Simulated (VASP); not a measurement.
# Ca7Mg9O16 (P1) in VASP: single point with HSE06

Aim: the single point of Ca7Mg9O16 with HSE06.

Everything below comes from runs of VASP 6.6.1. Logs are shortened: lines on timing, memory, paths and dates and some standing lists are left out, and cuts for length are marked.

### Step 1. The cell of the first run

The typed cell holds 64 atoms: a = 8.979 Å, b = 8.979 Å, c = 8.979 Å, α = 90.00°, β = 90.00°, γ = 90.00°.

### Step 2. Single point, HSE06

POSCAR

```
Ca7Mg9O16
1.0
    8.9793350000      0.0000000000      0.0000000000
    0.0000000000      8.9793350000      0.0000000000
    0.0000000000      0.0000000000      8.9793350000
O Mg Ca
32 18 14
Direct
    0.2362860000      0.9886020000      0.0007050000
    0.2359530000      0.9970310000      0.4991880000
    0.2470840000      0.5128070000      0.0001000000
    0.2451490000      0.5027480000      0.4998210000
    0.7665980000      0.9992750000      0.0005280000
    0.7647610000      0.9987430000      0.4990980000
    0.7536410000      0.5023370000      0.9997250000
    0.7547160000      0.5019460000      0.4995750000
    0.0017140000      0.2629190000      0.0026970000
    0.0010050000      0.2563820000      0.4980190000
    0.0106200000      0.7475510000      0.0102970000
    0.0017280000      0.7480330000      0.4908820000
    0.4986270000      0.2653930000      0.0088770000
    0.4985990000      0.2641780000      0.4908790000
    0.4879490000      0.7383850000      0.9927110000
    0.4961530000      0.7371130000      0.5068070000
    0.0002690000      0.9906040000      0.2504180000
    0.0001770000      0.9979210000      0.7499120000
    0.9998140000      0.5118240000      0.2503730000
    0.9998040000      0.5027300000      0.7506330000
    0.5006600000      0.0079290000      0.2497480000
    0.5004070000      0.9903010000      0.7496380000
    0.4995270000      0.4923690000      0.2498570000
    0.4996270000      0.5098710000      0.7502960000
    0.2585330000      0.2337420000      0.2631640000
    0.2518840000      0.2324040000      0.7356120000
    0.2421290000      0.7642460000      0.2566550000
    0.2585170000      0.7644380000      0.7424570000
    0.7410650000      0.2345980000      0.2647280000
    0.7479410000      0.2333040000      0.7332580000
    0.7571580000      0.7645430000      0.2631150000
    0.7407340000      0.7645300000      0.7355890000
    0.0024820000      0.9879340000      0.0043470000
    0.0006110000      0.9941890000      0.4967620000
    0.0032400000      0.5063480000      0.0040610000
    0.0004790000      0.5036190000      0.4961830000
    0.4949340000      0.5033400000      0.9998710000
    0.4985070000      0.5009000000      0.4990830000
    0.2472070000      0.2460640000      0.4978820000
    0.2471270000      0.7523890000      0.0013480000
    0.2457540000      0.7529390000      0.4991260000
    0.7529820000      0.2466770000      0.4978280000
    0.7555260000      0.7528920000      0.4990060000
    0.2423180000      0.9967480000      0.2559650000
    0.2449360000      0.9955150000      0.7434450000
    0.7574490000      0.9988460000      0.2582110000
    0.7553690000      0.9976740000      0.7405400000
    0.0028050000      0.7535680000      0.2539700000
    0.4995960000      0.2492790000      0.2564420000
    0.4965590000      0.7512980000      0.7445420000
    0.4973550000      0.9975810000      0.9995140000
    0.4998670000      0.0000660000      0.4997000000
    0.2491510000      0.2466690000      0.0022480000
    0.7505460000      0.2481660000      0.0022590000
    0.7512880000      0.7520830000      0.9998210000
    0.2494070000      0.5019900000      0.2522600000
    0.2508840000      0.5052680000      0.7476840000
    0.7497590000      0.5000070000      0.2532570000
    0.7485660000      0.5028860000      0.7459750000
    0.9998930000      0.2462110000      0.2531430000
    0.9999850000      0.2473680000      0.7470250000
    0.0022160000      0.7525460000      0.7473320000
    0.4998730000      0.2503460000      0.7448220000
    0.4974650000      0.7507310000      0.2531840000
```

INCAR.step1

```
SYSTEM = Ca7Mg9O16
PREC = Accurate ; ENCUT = 520
EDIFF = 1E-5 ; ISMEAR = -1
SIGMA = 0.05 ; LREAL = Auto
LASPH = .True. ; NELM = 60
ALGO = Normal ; ISIF = 2
LWAVE = .True. ; LCHARG = .False.
GGA = PE ; NBANDS = 222
LUSENCCL = .False.
```

INCAR.step2

```
SYSTEM = Ca7Mg9O16
PREC = Accurate ; ENCUT = 520
EDIFF = 1E-6 ; ISMEAR = -1
SIGMA = 0.05 ; LREAL = Auto
LASPH = .True. ; NELM = 60
ALGO = Normal ; ISIF = 2
LWAVE = .False. ; LCHARG = .False.
GGA = PE ; LHFCALC = .True.
HFSCREEN = 0.2079 ; PRECFOCK = Fast
ISTART = 1 ; NBANDS = 222
LUSENCCL = .False.
```

KPOINTS

```
Automatic mesh
0
Gamma
  1 1 1
  0 0 0
```

Potentials or basis: VASP PAW PBE potentials, release 64 (O, Mg, Ca_sv).

Run with:

```bash
cat potpaw_PBE.64/O/POTCAR potpaw_PBE.64/Mg/POTCAR potpaw_PBE.64/Ca_sv/POTCAR > POTCAR
cp INCAR.step1 INCAR
mpirun -np 1 vasp_gam > vasp.out
cp INCAR.step2 INCAR
mpirun -np 1 vasp_gam > vasp.out
```

OUTCAR:

```text
SYSTEM = Ca7Mg9O16
   PREC = Accurate
   ENCUT = 520
   EDIFF = 1E-6
   ISMEAR = -1
   LREAL = Auto
   LASPH = .True.
   NELM = 60
   ISIF = 2
   GGA = PE
   LHFCALC = .True.
   HFSCREEN = 0.2079
   PRECFOCK = Fast
   ISTART = 1

 ion  position               nearest neighbor table
   1  0.236  0.989  0.001-  33 2.10  40 2.12  44 2.29  45 2.31  53 2.32  51 2.35
   2  0.236  0.997  0.499-  34 2.11  44 2.18  41 2.19  45 2.19  39 2.24  52 2.37
   3  0.247  0.513  0.000-  40 2.15  35 2.19  37 2.23  56 2.27  57 2.27  53 2.39
   4  0.245  0.503  0.500-  36 2.20  56 2.22  57 2.23  41 2.25  38 2.28  39 2.30
   5  0.767  0.999  0.001-  33 2.12  55 2.22  54 2.24  46 2.32  47 2.34  51 2.42
   6  0.765  0.999  0.499-  34 2.12  46 2.16  47 2.17  43 2.21  42 2.23  52 2.38
[... 54 lines left out ...]
  47  0.755  0.998  0.741-  32 2.10  30 2.12   6 2.17  18 2.20  22 2.29   5 2.34  43 3.09  34 3.11
                            42 3.12  62 3.12  61 3.14  52 3.15  55 3.21  50 3.21  63 3.23  33 3.25
  48  0.003  0.754  0.254-  12 2.13  17 2.13  27 2.15  19 2.17  11 2.19  31 2.21  44 3.06  34 3.07
                            33 3.07  41 3.10  46 3.12  36 3.13  43 3.13  40 3.16  35 3.16  56 3.16
  49  0.500  0.249  0.256-  14 2.11  21 2.17  25 2.17  29 2.17  23 2.18  13 2.23  52 3.13  39 3.14
                            38 3.14  42 3.14  58 3.18  56 3.19  53 3.20  54 3.21  46 3.23  51 3.23
  50  0.497  0.751  0.745-  16 2.14  28 2.14  22 2.15  24 2.17  32 2.20  15 2.23  57 3.12  52 3.13
                            38 3.15  45 3.15  41 3.15  59 3.18  51 3.18  37 3.20  43 3.20  47 3.21
  51  0.497  0.998  1.000-  22 2.24  21 2.25  15 2.33   1 2.35  13 2.41   5 2.42  40 3.15  53 3.16
                            55 3.17  50 3.18  45 3.23  49 3.23  44 3.25  47 3.28  46 3.29
  52  0.500  0.000  0.500-  21 2.25  22 2.25  16 2.36   2 2.37  14 2.37   6 2.38  49 3.13  50 3.13
                            63 3.15  64 3.15  47 3.15  39 3.17  45 3.17  46 3.17  42 3.17  41 3.18
  53  0.249  0.247  0.002-   9 2.23  13 2.25   1 2.32  25 2.35   3 2.39  26 2.40  51 3.16  37 3.19
                            44 3.20  49 3.20  33 3.21  35 3.21  45 3.24
  54  0.751  0.248  0.002-   5 2.24   9 2.26  13 2.27   7 2.28  29 2.36  30 2.42  49 3.21  46 3.21
                            37 3.24  35 3.24  33 3.25  47 3.25
  55  0.751  0.752  1.000-   5 2.22   7 2.24  11 2.33  31 2.37  15 2.37  32 2.38  33 3.09  35 3.16
                            51 3.17  47 3.21  37 3.21  46 3.21  48 3.21  50 3.24
  56  0.249  0.502  0.252-   4 2.22  19 2.24  23 2.25   3 2.27  27 2.36  25 2.41  36 3.13  35 3.14
                            38 3.15  64 3.15  41 3.16  37 3.16  48 3.16  40 3.18  39 3.19  49 3.19
  57  0.251  0.505  0.748-   4 2.23  24 2.23  20 2.25   3 2.27  28 2.33  26 2.45  50 3.12  62 3.15
                            38 3.15  41 3.15  37 3.15  40 3.18  36 3.19  35 3.20  39 3.23
  58  0.750  0.500  0.253-   8 2.21  19 2.25  23 2.25   7 2.28  31 2.38  29 2.39  36 3.13  38 3.16
                            42 3.16  43 3.17  49 3.18  35 3.19  48 3.22  37 3.23
  59  0.749  0.503  0.746-   8 2.21  24 2.24  20 2.26   7 2.28  32 2.35  30 2.42  38 3.16  43 3.16
                            50 3.18  36 3.19  42 3.20  37 3.22  35 3.26
  60  1.000  0.246  0.253-  10 2.20   9 2.25  17 2.30  25 2.33  29 2.33  19 2.39  46 3.11  42 3.12
                            44 3.12  39 3.12  34 3.15  36 3.18  33 3.22  35 3.23
  61  1.000  0.247  0.747-  10 2.24  18 2.24  26 2.27  30 2.27  20 2.29   9 2.30  47 3.14  42 3.15
                            39 3.15  45 3.15  34 3.20  36 3.22  35 3.28  33 3.28
[... 273 lines left out ...]
   NKREDZ  =     1    reduce k-point grid by
   AEXX    =    0.2500 exact exchange contribution
   HFSCREEN=    0.2079 screening length (either q_TF or 0.3 A-1)
   HFSCREENC=   0.2079 screening length for correlation (either q_TF or 0.3 A-1)
   ENCUTFOCK=  -1.0 apply spherical cutoff to Coloumb kernel
   IVDW    =     0    specifies the selected vdW correction
   LEPSILON=     F    determine dielectric tensor
   LRPA    =     F    only Hartree local field effects (RPA)
 non-spin polarized calculation
  energy-cutoff  :      520.00
  volume of cell :      723.99
 maximum number of plane-waves:      9775
 NGX is ok and might be reduce to    70
  NGX = 36; NGY = 36; NGZ = 36

 number of electron     368.0000085 magnetization

 Free energy of the ion-electron system (eV)
  ---------------------------------------------------
  ext. energy  EPLUGINS =         0.00000000
  ---------------------------------------------------
  free energy    TOTEN  =      -455.65520758 eV

  energy without entropy =     -455.65520758  energy(sigma->0) =     -455.65520758

 E-fermi :   2.8724     XC(G=0):  -8.8605

 val. band max:        1.6171009563   @ k =   0.0000   0.0000   0.0000
 cond. band min:       7.3907994585   @ k =   0.0000   0.0000   0.0000
 fundamental gap:      5.7736985022
 Fermi energy:         2.8723924743

 k-point     1 :       0.0000    0.0000    0.0000
  band No.  band energies     occupation
      1     -38.2486      2.00000
      2     -38.1653      2.00000
      3     -38.1566      2.00000
      4     -38.1269      2.00000
      5     -38.0932      2.00000
      6     -37.9576      2.00000
[... 188 lines left out ...]
    195       9.9463      0.00000
    196       9.9508      0.00000
 [bands above 196 left out]

------------------------ aborting loop because EDIFF is reached ----------------------------------------

  FORCE on cell =-STRESS in cart. coord.  units (eV):
  Direction    XX          YY          ZZ          XY          YZ          ZX
  --------------------------------------------------------------------------------------
  -------------------------------------------------------------------------------------
  Total        8.2962494      0.6124093      8.4142604      0.4997351      0.0119399      0.1627539
  in kB       18.3594582      1.3552513     18.6206144      1.1059052      0.0264227      0.3601716
  external PRESSURE =      12.7784413 kB  Pullay stress =       0.0000000 kB

 VOLUME and BASIS-vectors are now :
 -----------------------------------------------------------------------------
  energy-cutoff  :      520.00
  volume of cell :      723.99
      direct lattice vectors                 reciprocal lattice vectors
     8.979335000  0.000000000  0.000000000     0.111366822  0.000000000  0.000000000
     0.000000000  8.979335000  0.000000000     0.000000000  0.111366822  0.000000000
     0.000000000  0.000000000  8.979335000     0.000000000  0.000000000  0.111366822

 POSITION                                       TOTAL-FORCE (eV/Angst)
 -----------------------------------------------------------------------------------
      2.12169      8.87699      0.00633        -0.117958     -0.107587     -0.002212
      2.11870      8.95268      4.48238        -0.099610      0.003355     -0.003564
      2.21865      4.60467      0.00090        -0.019204      0.131327     -0.004211
      2.20127      4.51434      4.48806        -0.030549      0.008210      0.005511
      6.88354      8.97282      0.00474         0.158365      0.011516     -0.003931
      6.86705      8.96805      4.48157         0.098661      0.001605      0.002068
[... 56 lines left out ...]
      4.48853      2.24794      6.68801        -0.001113      0.067034      0.031054
      4.46690      6.74107      2.27342        -0.005578     -0.007562     -0.000847
 -----------------------------------------------------------------------------------
    total drift:                                0.006582     -0.001462     -0.002738

  FREE ENERGIE OF THE ION-ELECTRON SYSTEM (eV)
  ---------------------------------------------------
  free  energy   TOTEN  =      -455.6552075751 eV

  energy  without entropy=     -455.6552075750  energy(sigma->0) =     -455.65520758
```

It used 290 s of CPU time on 1 × NVIDIA H100 80GB with 1 thread of AMD EPYC 7R13 Processor (Zen 3), on a shared host.

What came out:

```
Free energy            : -455.6552 eV
Pressure               : 1.3 GPa
Largest force          : 0.250 eV/Å
Band gap on the k mesh : 5.77 eV
```

Forces in eV/Å, atoms in the order of the input:
```
O   -0.118 -0.108 -0.002
O   -0.100  0.003 -0.004
O   -0.019  0.131 -0.004
O   -0.031  0.008  0.006
O    0.158  0.012 -0.004
O    0.099  0.002  0.002
O    0.060 -0.001 -0.010
O    0.036  0.005  0.004
O    0.003  0.171 -0.005
O    0.007  0.074  0.004
O    0.113 -0.006  0.092
O   -0.003 -0.007 -0.098
O    0.002  0.201  0.111
O   -0.003  0.120 -0.122
O   -0.101 -0.126 -0.084
O   -0.003 -0.116  0.103
O    0.005 -0.097 -0.011
O   -0.009  0.014  0.022
O   -0.003  0.123 -0.021
O   -0.010 -0.009  0.044
O    0.015  0.125 -0.020
O    0.017 -0.120  0.022
O    0.013 -0.105 -0.020
O    0.004  0.109  0.030
O    0.114 -0.123  0.115
O    0.015 -0.194 -0.155
O   -0.091  0.128  0.015
O    0.107  0.128 -0.017
O   -0.111 -0.124  0.124
O   -0.008 -0.191 -0.161
O    0.080  0.132  0.113
O   -0.107  0.132 -0.112
Mg   0.018 -0.076  0.024
Mg   0.001 -0.037 -0.020
Mg   0.018  0.020  0.022
Mg   0.001  0.015 -0.025
Mg  -0.026  0.016  0.000
Mg  -0.004  0.003 -0.004
Mg  -0.011 -0.020 -0.017
Mg  -0.025  0.018  0.003
Mg  -0.026  0.023 -0.002
Mg   0.011 -0.022 -0.016
Mg   0.036  0.019 -0.002
Mg  -0.049 -0.030  0.034
Mg  -0.025 -0.038 -0.033
Mg   0.043 -0.005  0.049
Mg   0.025 -0.016 -0.054
Mg   0.025  0.030  0.027
Mg   0.000 -0.002  0.048
Mg  -0.024  0.007 -0.033
Ca  -0.014 -0.006 -0.003
Ca  -0.006  0.004  0.005
Ca   0.009 -0.072 -0.007
Ca  -0.047 -0.074  0.000
Ca  -0.036  0.007 -0.003
Ca   0.019 -0.022  0.010
Ca   0.028 -0.013 -0.015
Ca  -0.023 -0.022  0.022
Ca  -0.033 -0.007 -0.022
Ca  -0.013 -0.062  0.011
Ca  -0.007 -0.001  0.025
Ca   0.011  0.012 -0.011
Ca  -0.001  0.067  0.031
Ca  -0.006 -0.008 -0.001
```

Stress tensor (GPa, compression positive):
```
1.84 0.11 0.04
0.11 0.14 0.00
0.04 0.00 1.86
```

Levels at points of the mesh, in eV from the valence-band top:
```csv
k point,band 180,band 181,band 182,band 183,band 184,band 185,band 186,band 187,band 188,band 189
"(0.00, 0.00, 0.00)",-0.29,-0.29,-0.06,-0.01,0.00,5.77,6.59,6.67,6.68,7.34
```

Caveat: the k points lie up to 0.70 Å⁻¹ apart; the PAW data sets were made with another functional, which shifts forces and pressure a little.
